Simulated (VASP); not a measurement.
# Ti (Fm-3m) in VASP: single point with r2SCAN

Aim: the single point of Ti with r2SCAN.

Everything below comes from runs of VASP 6.6.1. Logs are shortened: lines on timing, memory, paths and dates and some standing lists are left out, and cuts for length are marked.

## 1. The cell of the first run

The structure is cubic, space group Fm-3m (No. 225). The conventional cell has a = 4.060 Å, b = 4.060 Å, c = 4.060 Å, α = 90.00°, β = 90.00°, γ = 90.00°. Ti (site symmetry m-3m) has 12 Ti at 2.87 Å within 3.8 Å.

This isn't the form of Ti at room conditions, which is hcp.

## 2. Single point, r2SCAN

The input, POSCAR:

```
Ti
1.0
    2.0300000000     -2.0300000000      0.0000000000
    2.0300000000      0.0000000000     -2.0300000000
    8.1200000000      8.1200000000      8.1200000000
Ti
6
Direct
    0.6666666667      0.6666666667      0.1666666667
    0.0000000000      0.0000000000      0.0000000000
    0.3333333333      0.3333333333      0.3333333333
    0.6666666667      0.6666666667      0.6666666667
    0.0000000000      0.0000000000      0.5000000000
    0.3333333333      0.3333333333      0.8333333333
```

The input, INCAR.step1:

```
PREC = Accurate ; ENCUT = 520
ISMEAR = 0 ; SIGMA = 0.15
LREAL = False ; LASPH = True
NELM = 60 ; NBANDS = 45
GGA = PE ; ALGO = Normal
EDIFF = 1E-4 ; LWAVE = True
LCHARG = False
```

The input, INCAR.step2:

```
PREC = Accurate ; ENCUT = 520
EDIFF = 1E-7 ; ISMEAR = 0
SIGMA = 0.15 ; LREAL = False
LASPH = True ; NELM = 60
ALGO = Normal ; ISIF = 2
LWAVE = False ; LCHARG = False
METAGGA = R2SCAN ; LMIXTAU = True
NBANDS = 45 ; ISTART = 1
```

The input, KPOINTS:

```
Automatic mesh
0
Gamma
  19 19 4
```

Potentials or basis: VASP PAW PBE potentials, release 64 (Ti_sv).

On the command line:

```
> cat potpaw_PBE.64/Ti_sv/POTCAR > POTCAR
> cp INCAR.step1 INCAR
> mpirun -np 1 vasp_std > vasp.out
> cp INCAR.step2 INCAR
> mpirun -np 1 vasp_std > vasp.out
```

OUTCAR:

```text
PREC = Accurate
   ENCUT = 520
   EDIFF = 1E-7
   ISMEAR = 0
   LREAL = False
   LASPH = True
   NELM = 60
   ISIF = 2
   METAGGA = R2SCAN
   ISTART = 1

 ion  position               nearest neighbor table
   1  0.667  0.667  0.167-   3 2.87   3 2.87   3 2.87   2 2.87   2 2.87   2 2.87
   2  0.000  0.000  0.000-   1 2.87   6 2.87   1 2.87   1 2.87   6 2.87   6 2.87
   3  0.333  0.333  0.333-   1 2.87   1 2.87   1 2.87   5 2.87   5 2.87   5 2.87
   4  0.667  0.667  0.667-   6 2.87   6 2.87   6 2.87   5 2.87   5 2.87   5 2.87
   5  0.000  0.000  0.500-   3 2.87   4 2.87   4 2.87   4 2.87   3 2.87   3 2.87
   6  0.333  0.333  0.833-   4 2.87   4 2.87   4 2.87   2 2.87   2 2.87   2 2.87

  LATTYP: Found a hexagonal cell.
 ALAT       =     2.8708535316
 C/A-ratio  =     4.8989794856

  Lattice vectors:

 A1 = (  -2.0300000000,   0.0000000000,   2.0300000000)
 A2 = (   2.0300000000,  -2.0300000000,   0.0000000000)
 A3 = (   8.1200000000,   8.1200000000,   8.1200000000)

Analysis of symmetry for initial positions (statically):
=====================================================================
 Subroutine PRICEL returns following result:

  LATTYP: Found a face centered cubic cell.
 ALAT       =     4.0600000006

  Lattice vectors:

 A1 = (  -2.0300000004,  -2.0300000002,  -0.0000000002)
 A2 = (  -0.0000000012,  -2.0300000006,   2.0299999994)
 A3 = (  -2.0300000000,   0.0000000000,   2.0300000000)

   6 primitive cells build up your supercell.

 Routine SETGRP: Setting up the symmetry group for a
 hexagonal supercell.

 Subroutine GETGRP returns: Found 12 space group operations
 (whereof 12 operations were pure point group operations)
 out of a pool of 24 trial point group operations.

The static configuration has the point symmetry D_3d.

Analysis of symmetry for dynamics (positions and initial velocities):
=====================================================================
 Subroutine PRICEL returns following result:

  LATTYP: Found a face centered cubic cell.
 ALAT       =     4.0600000006

  Lattice vectors:

 A1 = (  -2.0300000004,  -2.0300000002,  -0.0000000002)
 A2 = (  -0.0000000012,  -2.0300000006,   2.0299999994)
 A3 = (  -2.0300000000,   0.0000000000,   2.0300000000)

   6 primitive cells build up your supercell.

 Routine SETGRP: Setting up the symmetry group for a
 hexagonal supercell.

 Subroutine GETGRP returns: Found 12 space group operations
 (whereof 12 operations were pure point group operations)
 out of a pool of 24 trial point group operations.

The dynamic configuration has the point symmetry D_3d.

 Subroutine INISYM returns: Found 12 space group operations
 (whereof 12 operations are pure point group operations),
 and found     6 'primitive' translations

----------------------------------------------------------------------------------------

                                     Primitive cell

  volume of cell :      16.7309

  direct lattice vectors                    reciprocal lattice vectors
    -2.030000000 -2.030000000 -0.000000000    -0.246305419 -0.246305419 -0.246305419
    -0.000000001 -2.030000001  2.029999999     0.246305419 -0.246305419  0.246305419
    -2.030000000  0.000000000  2.030000000    -0.246305419  0.246305419  0.246305419

  length of vectors
     2.870853532  2.870853532  2.870853532     0.426613499  0.426613500  0.426613499

  position of ions in fractional coordinates (direct lattice)
     0.999999999  0.000000000  1.000000000

  ion indices of the primitive-cell ions
   primitive index   ion index
                 1           1

----------------------------------------------------------------------------------------

 KPOINTS: Automatic mesh

Automatic generation of k-mesh.
 Grid dimensions read from file:
 generate k-points for:   19   19    4

 Generating k-lattice:

  Cartesian coordinates                     Fractional coordinates (reciprocal lattice)
     0.008642295 -0.017284591  0.008642295     0.052631579  0.000000000  0.000000000
     0.008642295  0.008642295 -0.017284591     0.000000000  0.052631579  0.000000000
     0.010262726  0.010262726  0.010262726     0.000000000  0.000000000  0.250000000

  Length of vectors
     0.021169214  0.021169214  0.017775562

  Shift w.r.t. Gamma in fractional coordinates (k-lattice)
     0.000000000  0.000000000  0.000000000

 Subroutine IBZKPT returns following result:
 ===========================================

 Found    150 irreducible k-points:

 Following reciprocal coordinates:
            Coordinates               Weight
  0.000000  0.000000  0.000000      1.000000
  0.052632  0.000000  0.000000      6.000000
  0.105263  0.000000  0.000000      6.000000
  0.157895  0.000000  0.000000      6.000000
  0.210526  0.000000  0.000000      6.000000
  0.263158  0.000000  0.000000      6.000000
[... 16 lines left out ...]
  0.368421  0.105263 -0.000000     12.000000
  0.421053  0.105263  0.000000     12.000000
 [... further k-points ...]
   k-points           NKPTS =    150   k-points in BZ     NKDIM =    150   number of bands    NBANDS=     45
   number of dos      NEDOS =    301   number of ions     NIONS =      6
   total plane-waves  NPLWV =  62208
   dimension x,y,z NGX =    24 NGY =   24 NGZ =  108
   dimension x,y,z NGXF=    48 NGYF=   48 NGZF=  216
   ions per type =               6
   NGX,Y,Z   is equivalent  to a cutoff of  13.90, 13.90, 12.77 a.u.
   NGXF,Y,Z  is equivalent  to a cutoff of  27.80, 27.80, 25.53 a.u.
 SYSTEM =  unknown system
   PREC   = accura    normal or accurate (medium, high low for compatibility)
   ISTART =      1    job   : 0-new  1-cont  2-samecut
   ICHARG =      0    charge: 1-file 2-atom 10-const
   ISPIN  =      1    spin polarized calculation?
   LNONCOLLINEAR =      F non collinear calculations
   LSORBIT =      F    spin-orbit coupling
   LASPH  =      T    aspherical Exc in radial PAW
   ENCUT  =  520.0 eV  38.22 Ry    6.18 a.u.   5.34  5.34 26.15*2*pi/ulx,y,z
   NELM   =     60;   NELMIN=  2; NELMDL=  0     # of ELM steps
   EDIFF  = 0.1E-06   stopping-criterion for ELM
   LREAL  =      F    real-space projection
   EDIFFG = 0.1E-05   stopping-criterion for IOM
   NSW    =      0    number of steps for IOM
   IBRION =     -1    ionic relax: 0-MD 1-quasi-New 2-CG
   NFREE  =      0    steps in history (QN), initial steepest desc. (CG)
   ISIF   =      2    stress and relaxation
   ISYM   =      2    0-nonsym 1-usesym 2-fastsym
   POTIM  = 0.5000    time-step for ionic-motion
   TEBEG  =    0.0;   TEEND  =   0.0 temperature during run
   PSTRESS=    0.0 pullay stress
   NELECT =      72.0000    total number of electrons
   NUPDOWN=      -1.0000    fix difference up-down
   EMIN   =  10.00;   EMAX   =-10.00  energy-range for DOS
   EFERMI =   0.00;   METHOD = LEGACY
   ISMEAR =     0;   SIGMA  =   0.15  broadening in eV -4-tet -1-fermi 0-gaus
   EFERMI_NEDOS =   21; number of points for ismear=-14 and -15
   IALGO  =     38    algorithm
   IMIX   =      4    mixing-type and parameters
     AMIX     =   0.40;   BMIX     =  1.00
     AMIX_MAG =   1.60;   BMIX_MAG =  1.00
  volume/ion in A,a.u.               =      16.73       112.91
  Fermi-wavevector in a.u.,A,eV,Ry     =   1.465421  2.769245 29.217967  2.147460
  Thomas-Fermi vector in A             =   2.581280
   LORBIT       =      0    0 simple, 1 ext, 2 COOP (PROOUT), +10 PAW based schemes
   METAGGA = R2SCAN    functional components
   LHFCALC =     F    Hartree Fock is set to
   AEXX    =    0.0000 exact exchange contribution
   IVDW    =     0    specifies the selected vdW correction
   LEPSILON=     F    determine dielectric tensor
   LRPA    =     F    only Hartree local field effects (RPA)
 non-spin polarized calculation
 Gauss-broadening in eV      SIGMA  =   0.15
  energy-cutoff  :      520.00
  volume of cell :      100.39
 maximum number of plane-waves:      2741
 NGX is ok and might be reduce to    24
   NGX = 11   NGY = 11   NGZ = 53

 number of electron      71.9999999 magnetization

 Free energy of the ion-electron system (eV)
  ---------------------------------------------------
  ext. energy  EPLUGINS =         0.00000000
  ---------------------------------------------------
  free energy    TOTEN  =       -77.26715802 eV

  energy without entropy =      -77.16464475  energy(sigma->0) =      -77.21590139

 E-fermi :   8.6406     XC(G=0): -12.6047

 val. band max:        8.6405655494   @ k =  -0.4211   0.2632   0.2500
 cond. band min:       8.6413061786   @ k =   0.1053   0.0000   0.0000
 fundamental gap:      0.0007406291
 Fermi energy:         8.6406173112

 k-point     1 :       0.0000    0.0000    0.0000
  band No.  band energies     occupation
      1     -50.3329      2.00000
      2     -50.2959      2.00000
      3     -50.2959      2.00000
      4     -50.2210      2.00000
      5     -50.2210      2.00000
      6     -50.1832      2.00000
[... 37 lines left out ...]
     44       9.8179      0.00000
     45       9.9303      0.00000

 k-point     2 :       0.0526    0.0000    0.0000
  band No.  band energies     occupation
      1     -50.3293      2.00000
      2     -50.2928      2.00000
      3     -50.2928      2.00000
      4     -50.2188      2.00000
      5     -50.2187      2.00000
      6     -50.1814      2.00000
[... 37 lines left out ...]
     44       9.8844      0.00000
     45       9.9510      0.00000

 k-point     3 :       0.1053    0.0000    0.0000
  band No.  band energies     occupation
      1     -50.3190      2.00000
      2     -50.2839      2.00000
      3     -50.2835      2.00000
      4     -50.2126      2.00000
      5     -50.2122      2.00000
      6     -50.1764      2.00000
[... 997 lines left out ...]
     44      10.3316      0.00000
     45      10.7820      0.00000

 k-point    24 :       0.4211    0.1053    0.0000
  band No.  band energies     occupation
      1     -50.2060      2.00000
      2     -50.1954      2.00000
      3     -50.1824      2.00000
      4     -50.1611      2.00000
      5     -50.1480      2.00000
      6     -50.1374      2.00000
[... 37 lines left out ...]
     44      10.3061      0.00000
     45      10.6110      0.00000

 [... further k-points ...]

------------------------ aborting loop because EDIFF is reached ----------------------------------------

  FORCE on cell =-STRESS in cart. coord.  units (eV):
  Direction    XX          YY          ZZ          XY          YZ          ZX
  --------------------------------------------------------------------------------------
  -------------------------------------------------------------------------------------
  Total        3.0385050      3.0385050      3.0385050      0.0001182      0.0001182      0.0001182
  in kB       48.4954700     48.4954700     48.4954700      0.0018873      0.0018873      0.0018873
  external PRESSURE =      48.4954700 kB  Pullay stress =       0.0000000 kB

 VOLUME and BASIS-vectors are now :
 -----------------------------------------------------------------------------
  energy-cutoff  :      520.00
  volume of cell :      100.39
      direct lattice vectors                 reciprocal lattice vectors
     2.030000000 -2.030000000  0.000000000     0.164203612 -0.328407225  0.164203612
     2.030000000  0.000000000 -2.030000000     0.164203612  0.164203612 -0.328407225
     8.120000000  8.120000000  8.120000000     0.041050903  0.041050903  0.041050903

 POSITION                                       TOTAL-FORCE (eV/Angst)
 -----------------------------------------------------------------------------------
      4.06000      0.00000      0.00000         0.000000      0.000000      0.000000
      0.00000      0.00000      0.00000        -0.000000     -0.000000     -0.000000
      4.06000      2.03000      2.03000        -0.000000      0.000000      0.000000
      8.12000      4.06000      4.06000         0.000000      0.000000     -0.000000
      4.06000      4.06000      4.06000        -0.000000     -0.000000     -0.000000
      8.12000      6.09000      6.09000        -0.000000      0.000000      0.000000
 -----------------------------------------------------------------------------------
    total drift:                               -0.000000      0.000000      0.000000

  FREE ENERGIE OF THE ION-ELECTRON SYSTEM (eV)
  ---------------------------------------------------
  free  energy   TOTEN  =       -77.2671580223 eV

  energy  without entropy=      -77.1646447537  energy(sigma->0) =      -77.21590139
```

It took 1.8 h on 1 thread of Oxide Virtual Turin-like, shared host; peak memory 0.55 GiB.

Results:

- Free energy: -77.2672 eV
- Pressure: 4.8 GPa
- Band gap on the k mesh: zero (bands 36 and 37 overlap by 1.38 eV)

Levels at points of the mesh, in eV from the Fermi level:
```csv
k point,band 32,band 33,band 34,band 35,band 36,band 37,band 38,band 39,band 40,band 41
"(0.00, 0.00, 0.00)",-0.04,0.49,0.49,0.55,0.94,0.94,1.03,1.03,1.03,1.18
"(0.00, 0.00, 0.50)",0.09,0.26,0.26,0.87,0.87,1.01,1.01,1.01,1.01,1.11
```

Caveat: the cell stands under pressure; the PAW data sets were made with another functional, which shifts forces and pressure a little.
